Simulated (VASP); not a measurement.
# Si (Fd-3m) in VASP: G0W0 quasiparticle levels with PBE

Aim: the G0W0 quasiparticle levels of Si with PBE.

Everything below comes from runs of VASP 6.6.1. Logs are shortened: lines on timing, memory, paths and dates and some standing lists are left out, and cuts for length are marked.

## (1) The cell of the first run

Symmetry: Fd-3m, No. 227, cubic system. Conventional cell: a = 5.444 Å, b = 5.444 Å, c = 5.444 Å, α = 90.00°, β = 90.00°, γ = 90.00°. Within 3.1 Å of Si (site symmetry -43m) lie 4 Si at 2.36 Å.

## (2) G0W0 quasiparticle levels, PBE

Contents of POSCAR:

```
Si
1.0
    0.0000000000      2.7221197381      2.7221197381
    2.7221197381      0.0000000000      2.7221197381
    2.7221197381      2.7221197381      0.0000000000
Si
2
Direct
    0.2500000000      0.2500000000      0.2500000000
    0.0000000000      0.0000000000      0.0000000000
```

Contents of INCAR.step1:

```
SYSTEM = Si
ALGO = Normal
EDIFF = 1E-8
ENCUT = 500
GGA = PE
ISMEAR = 0
LASPH = .True.
LCHARG = .False.
LREAL = .False.
LWAVE = .True.
NELM = 100
PREC = Accurate
SIGMA = 0.01
```

Contents of INCAR.step2:

```
SYSTEM = Si
ALGO = Exact
EDIFF = 1E-8
ENCUT = 500
GGA = PE
ISMEAR = 0
ISTART = 1
LASPH = .True.
LCHARG = .False.
LOPTICS = .True.
LREAL = .False.
LWAVE = .True.
NBANDS = 302
NELM = 1
PREC = Accurate
SIGMA = 0.01
```

Contents of INCAR.step3:

```
SYSTEM = Si
ALGO = EVGW0
EDIFF = 1E-8
ENCUT = 500
ENCUTGW = 200
GGA = PE
ISMEAR = 0
ISTART = 1
LASPH = .True.
LCHARG = .False.
LREAL = .False.
LWAVE = .False.
NBANDS = 302
NBANDSGW = 12
NELMGW = 1
NOMEGA = 48
PREC = Accurate
PRECFOCK = Fast
SIGMA = 0.01
```

Contents of KPOINTS:

```
k-points
0
Gamma
  6 6 6
  0 0 0
```

Potentials or basis: VASP PAW PBE potentials, release 64 (Si_GW).

On the command line:

```console
$ cat potpaw_PBE.64/Si_GW/POTCAR > POTCAR
$ cp INCAR.step1 INCAR
$ mpirun -np 1 vasp_std > vasp.out
$ cp INCAR.step2 INCAR
$ mpirun -np 1 vasp_std > vasp.out
$ cp INCAR.step3 INCAR
$ mpirun -np 1 vasp_std > vasp.out
```

OUTCAR:

```text
SYSTEM = Si
   EDIFF = 1E-8
   ENCUT = 500
   ENCUTGW = 200
   GGA = PE
   ISMEAR = 0
   ISTART = 1
   LASPH = .True.
   LREAL = .False.
   NELMGW = 1
   PREC = Accurate
   PRECFOCK = Fast

 ion  position               nearest neighbor table
   1  0.250  0.250  0.250-   2 2.36   2 2.36   2 2.36   2 2.36
   2  0.000  0.000  0.000-   1 2.36   1 2.36   1 2.36   1 2.36

  LATTYP: Found a face centered cubic cell.
 ALAT       =     5.4442394762

  Lattice vectors:

 A1 = (   0.0000000000,   2.7221197381,   2.7221197381)
 A2 = (   2.7221197381,   0.0000000000,   2.7221197381)
 A3 = (   2.7221197381,   2.7221197381,   0.0000000000)

Analysis of symmetry for initial positions (statically):
=====================================================================
 Subroutine PRICEL returns:
 Original cell was already a primitive cell.

 Routine SETGRP: Setting up the symmetry group for a
 face centered cubic supercell.

 Subroutine GETGRP returns: Found 48 space group operations
 (whereof 24 operations were pure point group operations)
 out of a pool of 48 trial point group operations.

The static configuration has the point symmetry T_d .
 The point group associated with its full space group is O_h .

Analysis of symmetry for dynamics (positions and initial velocities):
=====================================================================
 Subroutine PRICEL returns:
 Original cell was already a primitive cell.

 Routine SETGRP: Setting up the symmetry group for a
 face centered cubic supercell.

 Subroutine GETGRP returns: Found 48 space group operations
 (whereof 24 operations were pure point group operations)
 out of a pool of 48 trial point group operations.

The dynamic configuration has the point symmetry T_d .
 The point group associated with its full space group is O_h .

 Subroutine INISYM returns: Found 48 space group operations
 (whereof 24 operations are pure point group operations),
 and found     1 'primitive' translations

----------------------------------------------------------------------------------------

                                     Primitive cell

  volume of cell :      40.3415

  direct lattice vectors                    reciprocal lattice vectors
     0.000000000  2.722119738  2.722119738    -0.183680384  0.183680384  0.183680384
     2.722119738  0.000000000  2.722119738     0.183680384 -0.183680384  0.183680384
     2.722119738  2.722119738  0.000000000     0.183680384  0.183680384 -0.183680384

  length of vectors
     3.849658652  3.849658652  3.849658652     0.318143758  0.318143758  0.318143758

  position of ions in fractional coordinates (direct lattice)
     0.250000000  0.250000000  0.250000000
     0.000000000  0.000000000  0.000000000

  ion indices of the primitive-cell ions
   primitive index   ion index
                 1           1
                 2           2

----------------------------------------------------------------------------------------

 KPOINTS: k-points

Automatic generation of k-mesh.
 Grid dimensions read from file:
 generate k-points for:    6    6    6

 Generating k-lattice:

  Cartesian coordinates                     Fractional coordinates (reciprocal lattice)
    -0.030613397  0.030613397  0.030613397     0.166666667  0.000000000  0.000000000
     0.030613397 -0.030613397  0.030613397     0.000000000  0.166666667  0.000000000
     0.030613397  0.030613397 -0.030613397     0.000000000  0.000000000  0.166666667

  Length of vectors
     0.053023960  0.053023960  0.053023960

  Shift w.r.t. Gamma in fractional coordinates (k-lattice)
     0.000000000  0.000000000  0.000000000

 Subroutine IBZKPT returns following result:
 ===========================================

 Found     16 irreducible k-points:

 Following reciprocal coordinates:
            Coordinates               Weight
  0.000000  0.000000  0.000000      1.000000
  0.166667  0.000000  0.000000      8.000000
  0.333333  0.000000  0.000000      8.000000
  0.500000  0.000000  0.000000      4.000000
  0.166667  0.166667  0.000000      6.000000
  0.333333  0.166667  0.000000     24.000000
[... 8 lines left out ...]
 -0.333333  0.333333  0.166667     24.000000
 -0.333333  0.500000  0.166667     12.000000
   k-points           NKPTS =     16   k-points in BZ     NKDIM =    216   number of bands    NBANDS=    302
   number of dos      NEDOS =    301   number of ions     NIONS =      2
   total plane-waves  NPLWV =  21952
   dimension x,y,z NGX =    28 NGY =   28 NGZ =   28
   dimension x,y,z NGXF=    56 NGYF=   56 NGZF=   56
   ions per type =               2
   NGX,Y,Z   is equivalent  to a cutoff of  12.09, 12.09, 12.09 a.u.
   NGXF,Y,Z  is equivalent  to a cutoff of  24.18, 24.18, 24.18 a.u.
 SYSTEM =  Si
   PREC   = accura    normal or accurate (medium, high low for compatibility)
   ISTART =      1    job   : 0-new  1-cont  2-samecut
   ICHARG =      0    charge: 1-file 2-atom 10-const
   ISPIN  =      1    spin polarized calculation?
   LNONCOLLINEAR =      F non collinear calculations
   LSORBIT =      F    spin-orbit coupling
   LASPH  =      T    aspherical Exc in radial PAW
   ENCUT  =  500.0 eV  36.75 Ry    6.06 a.u.   7.02  7.02  7.02*2*pi/ulx,y,z
   NELM   =     60;   NELMIN=  2; NELMDL=  0     # of ELM steps
   EDIFF  = 0.1E-07   stopping-criterion for ELM
   LREAL  =      F    real-space projection
   EDIFFG = 0.1E-06   stopping-criterion for IOM
   NSW    =      0    number of steps for IOM
   IBRION =     -1    ionic relax: 0-MD 1-quasi-New 2-CG
   NFREE  =      0    steps in history (QN), initial steepest desc. (CG)
   ISIF   =      0    stress and relaxation
   ISYM   =      3    0-nonsym 1-usesym 2-fastsym
   POTIM  = 0.5000    time-step for ionic-motion
   TEBEG  =    0.0;   TEEND  =   0.0 temperature during run
   PSTRESS=    0.0 pullay stress
   NELECT =       8.0000    total number of electrons
   NUPDOWN=      -1.0000    fix difference up-down
   EMIN   =  10.00;   EMAX   =-10.00  energy-range for DOS
   EFERMI =   0.00;   METHOD = LEGACY
   ISMEAR =     0;   SIGMA  =   0.01  broadening in eV -4-tet -1-fermi 0-gaus
   EFERMI_NEDOS =   21; number of points for ismear=-14 and -15
   IALGO  =     38    algorithm
   IMIX   =      4    mixing-type and parameters
     AMIX     =   0.40;   BMIX     =  1.00
     AMIX_MAG =   1.60;   BMIX_MAG =  1.00
  volume/ion in A,a.u.               =      20.17       136.12
  Fermi-wavevector in a.u.,A,eV,Ry     =   0.954672  1.804069 12.400336  0.911399
  Thomas-Fermi vector in A             =   2.083440
   LORBIT       =      0    0 simple, 1 ext, 2 COOP (PROOUT), +10 PAW based schemes
   GGA     = PE    functional components
   LHFCALC =     T    Hartree Fock is set to
   PRECFOCK=fast      Normal, Fast or Accurate (Low or Medium for compatibility)
   ENCUT4O =  -1.0   cutoff for four orbital integrals eV
   NKREDX  =     1    reduce k-point grid by
   NKREDY  =     1    reduce k-point grid by
   NKREDZ  =     1    reduce k-point grid by
   AEXX    =    1.0000 exact exchange contribution
   HFSCREEN=    0.0000 screening length (either q_TF or 0.3 A-1)
   HFSCREENC=   0.0000 screening length for correlation (either q_TF or 0.3 A-1)
   ENCUTFOCK=  -1.0 apply spherical cutoff to Coloumb kernel
   IVDW    =     0    specifies the selected vdW correction
   LEPSILON=     F    determine dielectric tensor
   LRPA    =     F    only Hartree local field effects (RPA)
   LRPAFORCE           =     F    calculate RPA forces
   ENCUTGW             = 200.0    cutoff for response function in eV
   ENCUTGWSOFT         = 160.0    soft cutoff for Coulomb kernel in GW response function in eV
   ENCUTLF             =  -1.0    cutoff for local field effects
   NELMGW              =     1    number of iterations in solving QP/BSE equation
   NELMHF              =     1    number of iterations in the inner HF iteration
   NKREDLFX            =     1    NKREDLFY  =   1   NKREDLFZ  =   1
 non-spin polarized calculation
 Gauss-broadening in eV      SIGMA  =   0.01
  energy-cutoff  :      500.00
  volume of cell :       40.34
 maximum number of plane-waves:      1034
  NGX = 16; NGY = 16; NGZ = 16
   NGX = 13   NGY = 13   NGZ = 13
 maximum number of plane-waves:       269

 QP shifts <psi_nk| G(iteration)W_0 |psi_nk>: iteration 1
 for sc-GW calculations column KS-energies equals QP-energies in previous step
 and V_xc(KS)=  KS-energies - (<T + V_ion + V_H > + <T+V_H+V_ion>^1  + <V_x>^1)

 k-point   1 :       0.0000    0.0000    0.0000
  band No.  KS-energies  QP-energies   sigma(KS)   V_xc(KS)     V^pw_x(r,r')   Z            occupation Imag(sigma)

      1      -6.5145      -7.0219     -11.2279     -10.4433     -17.4855       0.6468       2.0000       1.0220
      2       5.3979       4.7785     -12.2085     -11.3889     -12.7043       0.7558       2.0000      -0.0843
      3       5.3979       4.7785     -12.2085     -11.3889     -12.7043       0.7558       2.0000      -0.0843
      4       5.3979       4.7785     -12.2085     -11.3889     -12.7043       0.7558       2.0000      -0.0843
      5       7.9540       8.0090     -10.0178     -10.0911      -5.7143       0.7494       0.0000      -0.1771
      6       7.9540       8.0090     -10.0178     -10.0911      -5.7143       0.7494       0.0000      -0.1771
      7       7.9540       8.0090     -10.0178     -10.0911      -5.7143       0.7494       0.0000      -0.1771
      8       8.6725       8.8253     -10.8490     -11.0546      -6.0931       0.7433       0.0000      -0.1996
      9      13.1149      13.2165      -9.8508      -9.9886      -4.2073       0.7373       0.0000      -0.3157
     10      13.1149      13.2165      -9.8508      -9.9886      -4.2073       0.7373       0.0000      -0.3157
     11      13.3241      13.0549      -8.1107      -7.7578      -2.6686       0.7628       0.0000      -0.3650
     12      16.6199      16.4896      -8.5151      -8.3400      -2.2709       0.7448       0.0000      -0.6977

 k-point   2 :       0.1667    0.0000    0.0000
  band No.  KS-energies  QP-energies   sigma(KS)   V_xc(KS)     V^pw_x(r,r')   Z            occupation Imag(sigma)
[... 225 lines left out ...]
      1      -2.2798      -2.8508     -11.7655     -10.9400     -16.0402       0.6918       2.0000       0.3939
      2      -2.2798      -2.8508     -11.7655     -10.9400     -16.0402       0.6918       2.0000       0.3939
      3       1.7805       1.1270     -11.0294     -10.1232     -12.9336       0.7211       2.0000      -0.0275
      4       1.7805       1.1270     -11.0294     -10.1232     -12.9336       0.7211       2.0000      -0.0275
      5       8.1456       8.1071      -9.5838      -9.5330      -5.1776       0.7556       0.0000      -0.1825
      6       8.1456       8.1071      -9.5838      -9.5330      -5.1776       0.7556       0.0000      -0.1825
      7      12.1316      12.1533     -10.1097     -10.1395      -4.3476       0.7278       0.0000      -0.3377
      8      12.1316      12.1533     -10.1097     -10.1395      -4.3476       0.7278       0.0000      -0.3377
      9      15.9228      15.9398     -10.6473     -10.6708      -3.8596       0.7235       0.0000      -0.6558
     10      15.9228      15.9398     -10.6473     -10.6708      -3.8596       0.7235       0.0000      -0.6558
     11      18.2898      18.3091     -10.3563     -10.3828      -3.3658       0.7260       0.0000      -0.8249
     12      18.2898      18.3091     -10.3563     -10.3828      -3.3658       0.7260       0.0000      -0.8249
```

Wall time 22 min (1 thread of Intel Xeon Platinum 8259CL at 2.50GHz (Skylake/Cascade Lake), shared host); peak memory 1.5 GiB.

Results:

* Quasiparticle gap: 1.26 eV
* Least direct quasiparticle gap: 3.23 eV
* Band gap of the starting levels on the mesh: 0.72 eV
* Least direct gap of the starting levels on the mesh: 2.56 eV

Caveat: bands, screening cutoff and mesh are small and nothing is extrapolated, so the quasiparticle values aren't converged.
